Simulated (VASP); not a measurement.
# TaS2 (P-3m1) in VASP: further runs

TaS2 is run at these levels: b88 exchange, pbe correlation, BLYP+D4; tasks: single point.

All numbers are computed with VASP 6.6.1; they aren't measurements. Logs are shortened: lines on timing, memory, paths and dates and some standing lists are left out, and cuts for length are marked.

## 1. The cell of the first run

It takes space group P-3m1 (No. 164, trigonal). Conventional cell: a = 3.350 Å, b = 3.350 Å, c = 5.860 Å, α = 90.00°, β = 90.00°, γ = 120.00°. Within 3.2 Å of Ta (site symmetry -3m) lie 6 S at 2.43 Å. Within 3.2 Å of S (site symmetry 3m) lie 3 Ta at 2.43 Å.

## 2. Single point, b88 exchange, pbe correlation

Input file INCAR:

```
PREC = Accurate ; ENCUT = 500
EDIFF = 1E-6 ; ISMEAR = -1
SIGMA = 0.05 ; LREAL = False
LASPH = True ; NELM = 120
ALGO = Normal ; ISIF = 2
LWAVE = False ; LCHARG = False
GGA = LIBXC ; LIBXC1 = GGA_X_B88
LIBXC2 = GGA_C_PBE ; NBANDS = 18
GGA_COMPAT = False
```

Input file KPOINTS:

```
regular mesh
0
Gamma
  9 9 5
```

Input file POSCAR:

```
TaS2
1.0
    3.3500000000      0.0000000000      0.0000000000
   -1.6750000000      2.9011851027      0.0000000000
    0.0000000000      0.0000000000      5.8600000000
Ta S
1 2
Direct
    0.0000000000      0.0000000000      0.0000000000
    0.6666666667      0.3333333333      0.7500000000
    0.3333333333      0.6666666667      0.2500000000
```

Potentials or basis: VASP PAW PBE potentials, release 64 (Ta_pv, S).

On the command line:

```bash
$ cat potpaw_PBE.64/Ta_pv/POTCAR potpaw_PBE.64/S/POTCAR > POTCAR
$ mpirun -np 1 vasp_std > vasp.out
```

OUTCAR:

```text
PREC = Accurate
   ENCUT = 500
   EDIFF = 1E-6
   ISMEAR = -1
   LREAL = False
   LASPH = True
   NELM = 120
   ISIF = 2
   GGA = LIBXC

 ion  position               nearest neighbor table
   1  0.000  0.000  0.000-   2 2.43   3 2.43   2 2.43   3 2.43   2 2.43   3 2.43
   2  0.667  0.333  0.750-   1 2.43   1 2.43   1 2.43
   3  0.333  0.667  0.250-   1 2.43   1 2.43   1 2.43

  LATTYP: Found a hexagonal cell.
 ALAT       =     3.3500000000
 C/A-ratio  =     1.7492537313

  Lattice vectors:

 A1 = (   3.3500000000,   0.0000000000,   0.0000000000)
 A2 = (  -1.6750000000,   2.9011851027,   0.0000000000)
 A3 = (   0.0000000000,   0.0000000000,   5.8600000000)

Analysis of symmetry for initial positions (statically):
=====================================================================
 Subroutine PRICEL returns:
 Original cell was already a primitive cell.

 Routine SETGRP: Setting up the symmetry group for a
 hexagonal supercell.

 Subroutine GETGRP returns: Found 12 space group operations
 (whereof 12 operations were pure point group operations)
 out of a pool of 24 trial point group operations.

The static configuration has the point symmetry D_3d.

Analysis of symmetry for dynamics (positions and initial velocities):
=====================================================================
 Subroutine PRICEL returns:
 Original cell was already a primitive cell.

 Routine SETGRP: Setting up the symmetry group for a
 hexagonal supercell.

 Subroutine GETGRP returns: Found 12 space group operations
 (whereof 12 operations were pure point group operations)
 out of a pool of 24 trial point group operations.

The dynamic configuration has the point symmetry D_3d.

 Subroutine INISYM returns: Found 12 space group operations
 (whereof 12 operations are pure point group operations),
 and found     1 'primitive' translations

----------------------------------------------------------------------------------------

                                     Primitive cell

  volume of cell :      56.9532

  direct lattice vectors                    reciprocal lattice vectors
     3.350000000  0.000000000  0.000000000     0.298507463  0.172343364  0.000000000
    -1.675000000  2.901185103  0.000000000     0.000000000  0.344686728  0.000000000
     0.000000000  0.000000000  5.860000000     0.000000000  0.000000000  0.170648464

  length of vectors
     3.350000000  3.350000000  5.860000000     0.344686728  0.344686728  0.170648464

  position of ions in fractional coordinates (direct lattice)
     0.000000000  0.000000000  0.000000000
     0.666666667  0.333333333  0.750000000
     0.333333333  0.666666667  0.250000000

  ion indices of the primitive-cell ions
   primitive index   ion index
                 1           1
                 2           2
                 3           3

----------------------------------------------------------------------------------------

 KPOINTS: regular mesh

Automatic generation of k-mesh.
 Grid dimensions read from file:
 generate k-points for:    9    9    5

 Generating k-lattice:

  Cartesian coordinates                     Fractional coordinates (reciprocal lattice)
     0.033167496  0.019149263  0.000000000     0.111111111 -0.000000000  0.000000000
     0.000000000  0.038298525  0.000000000     0.000000000  0.111111111  0.000000000
     0.000000000  0.000000000  0.034129693     0.000000000  0.000000000  0.200000000

  Length of vectors
     0.038298525  0.038298525  0.034129693

  Shift w.r.t. Gamma in fractional coordinates (k-lattice)
     0.000000000  0.000000000  0.000000000

 Subroutine IBZKPT returns following result:
 ===========================================

 Found     50 irreducible k-points:

 Following reciprocal coordinates:
            Coordinates               Weight
  0.000000  0.000000  0.000000      1.000000
  0.111111  0.000000  0.000000      6.000000
  0.222222  0.000000  0.000000      6.000000
  0.333333  0.000000  0.000000      6.000000
  0.444444  0.000000  0.000000      6.000000
  0.111111  0.111111  0.000000      6.000000
[... 16 lines left out ...]
  0.222222  0.111111  0.200000     12.000000
 -0.111111  0.333333  0.200000     12.000000
 [... further k-points ...]
   k-points           NKPTS =     50   k-points in BZ     NKDIM =     50   number of bands    NBANDS=     18
   number of dos      NEDOS =    301   number of ions     NIONS =      3
   total plane-waves  NPLWV =  27648
   dimension x,y,z NGX =    24 NGY =   24 NGZ =   48
   dimension x,y,z NGXF=    48 NGYF=   48 NGZF=   96
   ions per type =               1   2
   NGX,Y,Z   is equivalent  to a cutoff of  11.91, 11.91, 13.62 a.u.
   NGXF,Y,Z  is equivalent  to a cutoff of  23.82, 23.82, 27.23 a.u.
 SYSTEM =  unknown system
   PREC   = accura    normal or accurate (medium, high low for compatibility)
   ISTART =      0    job   : 0-new  1-cont  2-samecut
   ICHARG =      2    charge: 1-file 2-atom 10-const
   ISPIN  =      1    spin polarized calculation?
   LNONCOLLINEAR =      F non collinear calculations
   LSORBIT =      F    spin-orbit coupling
   LASPH  =      T    aspherical Exc in radial PAW
   ENCUT  =  500.0 eV  36.75 Ry    6.06 a.u.   6.11  6.11 10.68*2*pi/ulx,y,z
   NELM   =    120;   NELMIN=  2; NELMDL= -5     # of ELM steps
   EDIFF  = 0.1E-05   stopping-criterion for ELM
   LREAL  =      F    real-space projection
   EDIFFG = 0.1E-04   stopping-criterion for IOM
   NSW    =      0    number of steps for IOM
   IBRION =     -1    ionic relax: 0-MD 1-quasi-New 2-CG
   NFREE  =      0    steps in history (QN), initial steepest desc. (CG)
   ISIF   =      2    stress and relaxation
   ISYM   =      2    0-nonsym 1-usesym 2-fastsym
   POTIM  = 0.5000    time-step for ionic-motion
   TEBEG  =    0.0;   TEEND  =   0.0 temperature during run
   PSTRESS=    0.0 pullay stress
   NELECT =      23.0000    total number of electrons
   NUPDOWN=      -1.0000    fix difference up-down
   EMIN   =  10.00;   EMAX   =-10.00  energy-range for DOS
   EFERMI =   0.00;   METHOD = LEGACY
   ISMEAR =    -1;   SIGMA  =   0.05  broadening in eV -4-tet -1-fermi 0-gaus
   EFERMI_NEDOS =   21; number of points for ismear=-14 and -15
   IALGO  =     38    algorithm
   IMIX   =      4    mixing-type and parameters
     AMIX     =   0.40;   BMIX     =  1.00
     AMIX_MAG =   1.60;   BMIX_MAG =  1.00
  volume/ion in A,a.u.               =      18.98       128.11
  Fermi-wavevector in a.u.,A,eV,Ry     =   1.210073  2.286706 19.922686  1.464276
  Thomas-Fermi vector in A             =   2.345631
   LORBIT       =      0    0 simple, 1 ext, 2 COOP (PROOUT), +10 PAW based schemes
   GGA     = LIBXC    functional components
   LHFCALC =     F    Hartree Fock is set to
   AEXX    =    0.0000 exact exchange contribution
   IVDW    =     0    specifies the selected vdW correction
   LEPSILON=     F    determine dielectric tensor
   LRPA    =     F    only Hartree local field effects (RPA)
 non-spin polarized calculation
  energy-cutoff  :      500.00
  volume of cell :       56.95
 maximum number of plane-waves:      1464
   NGX = 13   NGY = 13   NGZ = 21

 number of electron      23.0000003 magnetization

 Free energy of the ion-electron system (eV)
  ---------------------------------------------------
  ext. energy  EPLUGINS =         0.00000000
  ---------------------------------------------------
  free energy    TOTEN  =       -22.57939397 eV

  energy without entropy =      -22.56430064  energy(sigma->0) =      -22.57184730

 E-fermi :   5.6271     XC(G=0): -10.5310

 val. band max:        5.6232234804   @ k =   0.2222   0.1111   0.0000
 cond. band min:       5.6301189819   @ k =   0.0000   0.0000   0.4000
 fundamental gap:      0.0068955015
 Fermi energy:         5.6271017949

 k-point     1 :       0.0000    0.0000    0.0000
  band No.  band energies     occupation
      1     -29.6576      2.00000
      2     -29.6401      2.00000
      3     -29.6401      2.00000
      4      -9.5193      2.00000
      5      -7.4412      2.00000
      6      -1.3523      2.00000
[... 10 lines left out ...]
     17      10.8776      0.00000
     18      11.2307      0.00000

 k-point     2 :       0.1111    0.0000    0.0000
  band No.  band energies     occupation
      1     -29.6762      2.00000
      2     -29.6507      2.00000
      3     -29.6483      2.00000
      4      -9.3270      2.00000
      5      -7.4512      2.00000
      6      -1.1230      2.00000
[... 10 lines left out ...]
     17      11.8338      0.00000
     18      12.0167      0.00000

 k-point     3 :       0.2222    0.0000    0.0000
  band No.  band energies     occupation
      1     -29.7661      2.00000
      2     -29.6689      2.00000
      3     -29.6331      2.00000
      4      -8.8063      2.00000
      5      -7.4728      2.00000
      6      -0.5131      2.00000
[... 10 lines left out ...]
     17      12.7672      0.00000
     18      13.2547      0.00000

 k-point     4 :       0.3333    0.0000    0.0000
  band No.  band energies     occupation
      1     -29.8664      2.00000
      2     -29.6922      2.00000
      3     -29.6130      2.00000
      4      -8.1647      2.00000
      5      -7.4451      2.00000
      6      -0.3340      2.00000
[... 10 lines left out ...]
     17      12.1490      0.00000
     18      12.5823      0.00000

 k-point     5 :       0.4444    0.0000    0.0000
  band No.  band energies     occupation
      1     -29.9307      2.00000
      2     -29.7074      2.00000
      3     -29.5999      2.00000
      4      -7.8503      2.00000
      5      -7.2148      2.00000
      6      -1.2198      2.00000
[... 10 lines left out ...]
     17      11.4973      0.00000
     18      12.8355      0.00000

 k-point     6 :       0.1111    0.1111    0.0000
  band No.  band energies     occupation
      1     -29.7358      2.00000
      2     -29.6662      2.00000
      3     -29.6383      2.00000
      4      -8.9686      2.00000
      5      -7.4681      2.00000
      6      -0.6897      2.00000
[... 10 lines left out ...]
     17      12.9901      0.00000
     18      13.1209      0.00000

 k-point     7 :       0.2222    0.1111    0.0000
  band No.  band energies     occupation
      1     -29.8233      2.00000
      2     -29.6956      2.00000
      3     -29.6195      2.00000
      4      -8.3642      2.00000
      5      -7.4815      2.00000
      6      -0.0155      2.00000
[... 10 lines left out ...]
     17      13.0069      0.00000
     18      13.6404      0.00000

 k-point     8 :       0.3333    0.1111    0.0000
  band No.  band energies     occupation
      1     -29.8986      2.00000
      2     -29.7217      2.00000
      3     -29.6030      2.00000
      4      -7.8424      2.00000
      5      -7.3709      2.00000
      6      -0.6833      2.00000
[... 10 lines left out ...]
     17      12.5037      0.00000
     18      12.7101      0.00000
[... 229 lines left out ...]
     17      11.4807      0.00000
     18      11.8934      0.00000

 k-point    20 :       0.4444    0.0000    0.2000
  band No.  band energies     occupation
      1     -29.9307      2.00000
      2     -29.7074      2.00000
      3     -29.5999      2.00000
      4      -7.8385      2.00000
      5      -7.2300      2.00000
      6      -1.2007      2.00000
[... 10 lines left out ...]
     17      11.7796      0.00000
     18      12.6606      0.00000

 k-point    21 :       0.0000    0.4444    0.2000
  band No.  band energies     occupation
      1     -29.9307      2.00000
      2     -29.7074      2.00000
      3     -29.5999      2.00000
      4      -7.9188      2.00000
      5      -7.1145      2.00000
      6      -1.2920      2.00000
[... 10 lines left out ...]
     17      11.1510      0.00000
     18      11.9092      0.00000

 k-point    22 :       0.1111    0.1111    0.2000
  band No.  band energies     occupation
      1     -29.7358      2.00000
      2     -29.6661      2.00000
      3     -29.6383      2.00000
      4      -8.8941      2.00000
      5      -7.5893      2.00000
      6      -0.4710      2.00000
[... 10 lines left out ...]
     17      13.0048      0.00000
     18      13.2421      0.00000

 k-point    23 :       0.2222    0.1111    0.2000
  band No.  band energies     occupation
      1     -29.8233      2.00000
      2     -29.6956      2.00000
      3     -29.6196      2.00000
      4      -8.2751      2.00000
      5      -7.5984      2.00000
      6       0.1195      2.00000
[... 10 lines left out ...]
     17      13.3554      0.00000
     18      13.5424      0.00000

 k-point    24 :      -0.1111    0.3333    0.2000
  band No.  band energies     occupation
      1     -29.8233      2.00000
      2     -29.6956      2.00000
      3     -29.6196      2.00000
      4      -8.3306      2.00000
      5      -7.5187      2.00000
      6      -0.2548      2.00000
[... 10 lines left out ...]
     17      12.3953      0.00000
     18      13.1203      0.00000

 [... further k-points ...]

------------------------ aborting loop because EDIFF is reached ----------------------------------------

  FORCE on cell =-STRESS in cart. coord.  units (eV):
  Direction    XX          YY          ZZ          XY          YZ          ZX
  --------------------------------------------------------------------------------------
  -------------------------------------------------------------------------------------
  Total        2.6769669      2.6769669      4.3451688      0.0000000      0.0000000      0.0000000
  in kB       75.3070646     75.3070646    122.2360683      0.0000000      0.0000000      0.0000000
  external PRESSURE =      90.9500658 kB  Pullay stress =       0.0000000 kB

 VOLUME and BASIS-vectors are now :
 -----------------------------------------------------------------------------
  energy-cutoff  :      500.00
  volume of cell :       56.95
      direct lattice vectors                 reciprocal lattice vectors
     3.350000000  0.000000000  0.000000000     0.298507463  0.172343364  0.000000000
    -1.675000000  2.901185103  0.000000000     0.000000000  0.344686728  0.000000000
     0.000000000  0.000000000  5.860000000     0.000000000  0.000000000  0.170648464

 POSITION                                       TOTAL-FORCE (eV/Angst)
 -----------------------------------------------------------------------------------
      0.00000      0.00000      0.00000         0.000000      0.000000      0.000000
      1.67500      0.96706      4.39500        -0.000000     -0.000000     -1.212593
     -0.00000      1.93412      1.46500         0.000000      0.000000      1.212593
 -----------------------------------------------------------------------------------
    total drift:                               -0.000000      0.000000     -0.000000

  FREE ENERGIE OF THE ION-ELECTRON SYSTEM (eV)
  ---------------------------------------------------
  free  energy   TOTEN  =       -22.5793939671 eV

  energy  without entropy=      -22.5643006422  energy(sigma->0) =      -22.57184730
```

Run time: 37 s. Hardware: 1 thread of AMD EPYC 7R43 (Zen 3), shared host; peak memory 0.17 GiB.

What came out:

```
Free energy            : -22.5794 eV
Pressure               : 9.1 GPa
Largest force          : 1.213 eV/Å
Band gap on the k mesh : zero (an odd number of electrons rules out a gap without spin polarisation)
```

Forces on the atoms (eV/Å):
```
Ta   0.000  0.000  0.000
S    0.000  0.000 -1.213
S    0.000  0.000  1.213
```

Caveat: the cell stands under pressure; the PAW data sets were made with another functional, which shifts forces and pressure a little; spin-orbit coupling is left out, which moves the levels of the heavy elements.

## 3. Single point, BLYP+D4

This run uses another cell than the first one, of 19.74 Å³/atom.

Input file INCAR:

```
PREC = Accurate
ENCUT = 500
EDIFF = 1E-6
ISMEAR = -1
SIGMA = 0.05
LREAL = False
LASPH = True
NELM = 120
ALGO = Normal
ISIF = 2
LWAVE = False
LCHARG = False
GGA = B5
ALDAX = 1.0
AGGAX = 1.0
AGGAC = 1.0
ALDAC = 0.0
IVDW = 13
VDW_S6 = 1.0
VDW_S8 = 2.34076671
VDW_A1 = 0.44488865
VDW_A2 = 4.0933009
NBANDS = 18
GGA_COMPAT = False
```

Input file KPOINTS:

```
Automatic mesh
0
Gamma
  9 9 5
```

Input file POSCAR:

```
TaS2
1.0
    3.3940840028      0.0000000000      0.0000000000
   -1.6970420014      2.9393629690      0.0000000000
    0.0000000000      0.0000000000      5.9371141064
Ta S
1 2
Direct
    0.0000000000      0.0000000000      0.0000000000
    0.6666666667      0.3333333333      0.7500000000
    0.3333333333      0.6666666667      0.2500000000
```

Potentials or basis: VASP PAW PBE potentials, release 64 (Ta_pv, S).

On the command line:

```bash
$ cat potpaw_PBE.64/Ta_pv/POTCAR potpaw_PBE.64/S/POTCAR > POTCAR
$ mpirun -np 1 vasp_std > vasp.out
```

Wall time 60 s (1 thread of AMD EPYC 7R13 (Zen 3), shared host); peak memory 0.18 GiB.

Results (log left out):

```yaml
Free_energy: -22.4568 eV
Pressure: 4.1 GPa
Largest_force: 0.871 eV/Å
Band_gap_on_the_k_mesh: zero (an odd number of electrons rules out a gap without spin polarisation)
Dispersion_energy_per_atom: -0.610 eV
```

Forces on the atoms (eV/Å):
```
Ta   0.000  0.000  0.000
S    0.000  0.000 -0.871
S    0.000  0.000  0.871
```

Stress tensor (GPa, compression positive):
```
3.68 0.00 0.00
0.00 3.68 0.00
0.00 0.00 5.05
```

Levels at points of the mesh, in eV from the Fermi level:
```csv
k point,band 7,band 8,band 9,band 10,band 11,band 12,band 13,band 14,band 15,band 16
"(0.00, 0.00, 0.00)",-4.14,-4.14,-1.36,-0.87,-0.87,0.02,0.02,0.30,3.88,3.88
```

Caveat: the cell stands under pressure; the PAW data sets were made with another functional, which shifts forces and pressure a little; spin-orbit coupling is left out, which moves the levels of the heavy elements.
